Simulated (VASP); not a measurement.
# ScAl3As4 (P-43m) in VASP: notebook, part 2 of 4

VASP 6.6.1. Earlier steps stand in the parts before.

### 3 Single point, PBE

This run uses another cell than the first one, of 25.40 Å³/atom.

Contents of INCAR:

```
PREC     = Accurate       # precision mode
ENCUT    = 500            # plane-wave cutoff, eV
EDIFF    = 1E-6           # SCF threshold, eV
ISMEAR   = 0              # smearing method
SIGMA    = 0.2            # smearing width, eV
LREAL    = False          # projectors in reciprocal space
LASPH    = True           # aspherical terms in the spheres
NELM     = 120            # most SCF steps
ALGO     = Normal         # electronic algorithm
ISIF     = 2              # what is computed and relaxed
LWAVE    = False          # write WAVECAR
LCHARG   = False          # write CHGCAR
GGA      = PE             # functional
NBANDS   = 30             # bands
GGA_COMPAT= False
```

Contents of KPOINTS:

```
Automatic mesh
0
Gamma
  3 3 3
```

Contents of POSCAR:

```
ScAl3As4
1.0
    5.8792313014      0.0000000000      0.0000000000
    0.0000000000      5.8792313014      0.0000000000
    0.0000000000      0.0000000000      5.8792313014
Sc Al As
1 3 4
Direct
    0.0000000000      0.0000000000      0.0000000000
    0.0000000000      0.0000000000      0.5000000000
    0.0000000000      0.5000000000      0.0000000000
    0.5000000000      0.0000000000      0.0000000000
    0.2598668627      0.2598668627      0.2598668627
    0.2598668627      0.7401331373      0.7401331373
    0.7401331373      0.2598668627      0.7401331373
    0.7401331373      0.7401331373      0.2598668627
```

Potentials or basis: VASP PAW PBE potentials, release 64 (Sc_sv, Al, As).

On the command line:

```sh
cat potpaw_PBE.64/Sc_sv/POTCAR potpaw_PBE.64/Al/POTCAR potpaw_PBE.64/As/POTCAR > POTCAR
mpirun -np 1 vasp_std > vasp.out
```

OUTCAR:

```text
PREC = Accurate
   ENCUT = 500
   EDIFF = 1E-6
   ISMEAR = 0
   LREAL = False
   LASPH = True
   NELM = 120
   ISIF = 2
   GGA = PE

 ion  position               nearest neighbor table
   1  0.000  0.000  0.000-   5 2.65   6 2.65   7 2.65   8 2.65   3 2.94   4 2.94   2 2.94   2 2.94
                             3 2.94   4 2.94
   2  0.000  0.000  0.500-   5 2.58   6 2.58   7 2.58   8 2.58   1 2.94   1 2.94
   3  0.000  0.500  0.000-   5 2.58   6 2.58   7 2.58   8 2.58   1 2.94   1 2.94
   4  0.500  0.000  0.000-   5 2.58   6 2.58   7 2.58   8 2.58   1 2.94   1 2.94
   5  0.260  0.260  0.260-   2 2.58   3 2.58   4 2.58   1 2.65
   6  0.260  0.740  0.740-   2 2.58   3 2.58   4 2.58   1 2.65
   7  0.740  0.260  0.740-   2 2.58   3 2.58   4 2.58   1 2.65
   8  0.740  0.740  0.260-   2 2.58   3 2.58   4 2.58   1 2.65

  LATTYP: Found a simple cubic cell.
 ALAT       =     5.8792313014

  Lattice vectors:

 A1 = (   5.8792313014,   0.0000000000,   0.0000000000)
 A2 = (   0.0000000000,   5.8792313014,   0.0000000000)
 A3 = (   0.0000000000,   0.0000000000,   5.8792313014)

Analysis of symmetry for initial positions (statically):
=====================================================================
 Subroutine PRICEL returns:
 Original cell was already a primitive cell.

 Routine SETGRP: Setting up the symmetry group for a
 simple cubic supercell.

 Subroutine GETGRP returns: Found 24 space group operations
 (whereof 24 operations were pure point group operations)
 out of a pool of 48 trial point group operations.

The static configuration has the point symmetry T_d .

Analysis of symmetry for dynamics (positions and initial velocities):
=====================================================================
 Subroutine PRICEL returns:
 Original cell was already a primitive cell.

 Routine SETGRP: Setting up the symmetry group for a
 simple cubic supercell.

 Subroutine GETGRP returns: Found 24 space group operations
 (whereof 24 operations were pure point group operations)
 out of a pool of 48 trial point group operations.

The dynamic configuration has the point symmetry T_d .

 Subroutine INISYM returns: Found 24 space group operations
 (whereof 24 operations are pure point group operations),
 and found     1 'primitive' translations

----------------------------------------------------------------------------------------

                                     Primitive cell

  volume of cell :     203.2178

  direct lattice vectors                    reciprocal lattice vectors
     5.879231301  0.000000000  0.000000000     0.170090263  0.000000000  0.000000000
     0.000000000  5.879231301  0.000000000     0.000000000  0.170090263  0.000000000
     0.000000000  0.000000000  5.879231301     0.000000000  0.000000000  0.170090263

  length of vectors
     5.879231301  5.879231301  5.879231301     0.170090263  0.170090263  0.170090263

  position of ions in fractional coordinates (direct lattice)
     0.000000000  0.000000000  0.000000000
     0.000000000  0.000000000  0.500000000
     0.000000000  0.500000000  0.000000000
[... 39 lines left out ...]
 ===========================================

 Found      4 irreducible k-points:

 Following reciprocal coordinates:
            Coordinates               Weight
  0.000000  0.000000  0.000000      1.000000
  0.333333  0.000000  0.000000      6.000000
  0.333333  0.333333  0.000000     12.000000
  0.333333  0.333333  0.333333      8.000000
   k-points           NKPTS =      4   k-points in BZ     NKDIM =      4   number of bands    NBANDS=     30
   number of dos      NEDOS =    301   number of ions     NIONS =      8
   total plane-waves  NPLWV = 110592
   dimension x,y,z NGX =    48 NGY =   48 NGZ =   48
   dimension x,y,z NGXF=    96 NGYF=   96 NGZF=   96
   ions per type =               1   3   4
   NGX,Y,Z   is equivalent  to a cutoff of  13.57, 13.57, 13.57 a.u.
   NGXF,Y,Z  is equivalent  to a cutoff of  27.15, 27.15, 27.15 a.u.
 SYSTEM =  unknown system
   PREC   = accura    normal or accurate (medium, high low for compatibility)
   ISTART =      0    job   : 0-new  1-cont  2-samecut
   ICHARG =      2    charge: 1-file 2-atom 10-const
   ISPIN  =      1    spin polarized calculation?
   LNONCOLLINEAR =      F non collinear calculations
   LSORBIT =      F    spin-orbit coupling
   LASPH  =      T    aspherical Exc in radial PAW
   ENCUT  =  500.0 eV  36.75 Ry    6.06 a.u.  10.72 10.72 10.72*2*pi/ulx,y,z
   NELM   =    120;   NELMIN=  2; NELMDL= -5     # of ELM steps
   EDIFF  = 0.1E-05   stopping-criterion for ELM
   LREAL  =      F    real-space projection
   EDIFFG = 0.1E-04   stopping-criterion for IOM
   NSW    =      0    number of steps for IOM
   IBRION =     -1    ionic relax: 0-MD 1-quasi-New 2-CG
   NFREE  =      0    steps in history (QN), initial steepest desc. (CG)
   ISIF   =      2    stress and relaxation
   ISYM   =      2    0-nonsym 1-usesym 2-fastsym
   POTIM  = 0.5000    time-step for ionic-motion
   TEBEG  =    0.0;   TEEND  =   0.0 temperature during run
   PSTRESS=    0.0 pullay stress
   NELECT =      40.0000    total number of electrons
   NUPDOWN=      -1.0000    fix difference up-down
   EMIN   =  10.00;   EMAX   =-10.00  energy-range for DOS
   EFERMI =   0.00;   METHOD = LEGACY
   ISMEAR =     0;   SIGMA  =   0.20  broadening in eV -4-tet -1-fermi 0-gaus
   EFERMI_NEDOS =   21; number of points for ismear=-14 and -15
   IALGO  =     38    algorithm
   IMIX   =      4    mixing-type and parameters
     AMIX     =   0.40;   BMIX     =  1.00
     AMIX_MAG =   1.60;   BMIX_MAG =  1.00
  volume/ion in A,a.u.               =      25.40       171.42
  Fermi-wavevector in a.u.,A,eV,Ry     =   0.952301  1.799588 12.338816  0.906877
  Thomas-Fermi vector in A             =   2.080851
   LORBIT       =      0    0 simple, 1 ext, 2 COOP (PROOUT), +10 PAW based schemes
   GGA     = PE    functional components
   LHFCALC =     F    Hartree Fock is set to
   AEXX    =    0.0000 exact exchange contribution
   IVDW    =     0    specifies the selected vdW correction
   LEPSILON=     F    determine dielectric tensor
   LRPA    =     F    only Hartree local field effects (RPA)
 non-spin polarized calculation
 Gauss-broadening in eV      SIGMA  =   0.20
  energy-cutoff  :      500.00
  volume of cell :      203.22
 maximum number of plane-waves:      5185
 NGX is ok and might be reduce to    48
   NGX = 21   NGY = 21   NGZ = 21

 number of electron      39.9999993 magnetization

 Free energy of the ion-electron system (eV)
  ---------------------------------------------------
  ext. energy  EPLUGINS =         0.00000000
  ---------------------------------------------------
  free energy    TOTEN  =       -39.61222211 eV

  energy without entropy =      -39.61222208  energy(sigma->0) =      -39.61222210

 E-fermi :   3.2736     XC(G=0):  -8.7123

 val. band max:        2.4996988764   @ k =   0.3333   0.3333   0.0000
 cond. band min:       4.0115428010   @ k =   0.0000   0.0000   0.0000
 fundamental gap:      1.5118439247
 Fermi energy:         3.2735880219

 k-point     1 :       0.0000    0.0000    0.0000
  band No.  band energies     occupation
      1     -45.7587      2.00000
      2     -24.4761      2.00000
      3     -24.4761      2.00000
      4     -24.4761      2.00000
      5      -8.3321      2.00000
      6      -6.7570      2.00000
[... 121 lines left out ...]
     29       7.6204      0.00000
     30       7.6823      0.00000

------------------------ aborting loop because EDIFF is reached ----------------------------------------

  FORCE on cell =-STRESS in cart. coord.  units (eV):
  Direction    XX          YY          ZZ          XY          YZ          ZX
  --------------------------------------------------------------------------------------
  -------------------------------------------------------------------------------------
  Total       -0.5584280     -0.5584280     -0.5584280      0.0000000      0.0000000     -0.0000000
  in kB       -4.4026697     -4.4026697     -4.4026697      0.0000000      0.0000000     -0.0000000
  external PRESSURE =      -4.4026697 kB  Pullay stress =       0.0000000 kB

 VOLUME and BASIS-vectors are now :
 -----------------------------------------------------------------------------
  energy-cutoff  :      500.00
  volume of cell :      203.22
      direct lattice vectors                 reciprocal lattice vectors
     5.879231301  0.000000000  0.000000000     0.170090263  0.000000000  0.000000000
     0.000000000  5.879231301  0.000000000     0.000000000  0.170090263  0.000000000
     0.000000000  0.000000000  5.879231301     0.000000000  0.000000000  0.170090263

 POSITION                                       TOTAL-FORCE (eV/Angst)
 -----------------------------------------------------------------------------------
      0.00000      0.00000      0.00000         0.000000      0.000000      0.000000
      0.00000      0.00000      2.93962         0.000000      0.000000      0.000000
      0.00000      2.93962      0.00000         0.000000      0.000000      0.000000
      2.93962      0.00000      0.00000         0.000000      0.000000      0.000000
      1.52782      1.52782      1.52782        -0.020216     -0.020216     -0.020216
      1.52782      4.35141      4.35141        -0.020216      0.020216      0.020216
      4.35141      1.52782      4.35141         0.020216     -0.020216      0.020216
      4.35141      4.35141      1.52782         0.020216      0.020216     -0.020216
 -----------------------------------------------------------------------------------
    total drift:                                0.000000      0.000000     -0.000000

  FREE ENERGIE OF THE ION-ELECTRON SYSTEM (eV)
  ---------------------------------------------------
  free  energy   TOTEN  =       -39.6122221126 eV

  energy  without entropy=      -39.6122220812  energy(sigma->0) =      -39.61222210
```

Run time: 19 s. Hardware: 1 thread of Intel Xeon 6975P-C (Granite Rapids), shared host; peak memory 0.32 GiB.

What came out:

```yaml
Free_energy: -39.6122 eV
Pressure: -0.4 GPa
Largest_force: 0.035 eV/Å
Band_gap_on_the_k_mesh: 1.51 eV (least direct gap 1.62 eV)
```

Forces in eV/Å, atoms in the order of the input:
```
Sc   0.000  0.000  0.000
Al   0.000  0.000  0.000
Al   0.000  0.000  0.000
Al   0.000  0.000  0.000
As  -0.020 -0.020 -0.020
As  -0.020  0.020  0.020
As   0.020 -0.020  0.020
As   0.020  0.020 -0.020
```

Caveat: an odd mesh through Γ misses points on the zone boundary, where band edges can lie.

### 4 Single point, PBE

This run uses another cell than the first one, of 24.95 Å³/atom.

Contents of INCAR:

```
PREC = Accurate ; ENCUT = 500
EDIFF = 1E-6 ; ISMEAR = 0
SIGMA = 0.2 ; LREAL = F
LASPH = T ; NELM = 120
ALGO = Normal ; ISIF = 2
LWAVE = F ; LCHARG = F
GGA = PE ; NBANDS = 30
GGA_COMPAT = F
```

Contents of KPOINTS:

```
regular mesh
0
Gamma
  3 3 3
```

Contents of POSCAR:

```
ScAl3As4
1.0
    5.8440721578      0.0000000000      0.0000000000
    0.0000000000      5.8440721578      0.0000000000
    0.0000000000      0.0000000000      5.8440721578
Sc Al As
1 3 4
Direct
    0.5000000000      0.5000000000      0.5000000000
    0.0000000000      0.5000000000      0.5000000000
    0.5000000000      0.0000000000      0.5000000000
    0.5000000000      0.5000000000      0.0000000000
    0.2391593432      0.2391593432      0.2391593432
    0.2391593432      0.7608406568      0.7608406568
    0.7608406568      0.7608406568      0.2391593432
    0.7608406568      0.2391593432      0.7608406568
```

On the command line:

```sh
cat potpaw_PBE.64/Sc_sv/POTCAR potpaw_PBE.64/Al/POTCAR potpaw_PBE.64/As/POTCAR > POTCAR
mpirun -np 1 vasp_std > vasp.out
```

Wall time 20 s (1 thread of Intel Xeon 6975P-C (Granite Rapids), shared host); peak memory 0.32 GiB.

The run converged. Its results:

| Quantity | Value |
| --- | --- |
| Free energy | -39.6125 eV |
| Pressure | 0.3 GPa |
| Largest force | 0.007 eV/Å |
| Band gap on the k mesh | 1.48 eV (least direct gap 1.59 eV) |

Forces on the atoms (eV/Å):
```
Sc   0.000  0.000  0.000
Al   0.000  0.000  0.000
Al   0.000  0.000  0.000
Al   0.000  0.000  0.000
As  -0.004 -0.004 -0.004
As  -0.004  0.004  0.004
As   0.004  0.004 -0.004
As   0.004 -0.004  0.004
```

Levels at points of the mesh, in eV from the valence-band top:
| k point | band 16 | band 17 | band 18 | band 19 | band 20 | band 21 | band 22 | band 23 | band 24 | band 25 |
| --- | --- | --- | --- | --- | --- | --- | --- | --- | --- | --- |
| (0.00, 0.00, 0.00) | -1.03 | -1.03 | -0.11 | -0.11 | -0.11 | 1.48 | 1.48 | 1.48 | 1.79 | 1.98 |

Caveat: an odd mesh through Γ misses points on the zone boundary, where band edges can lie.

(Continued in part 3 of 4.)
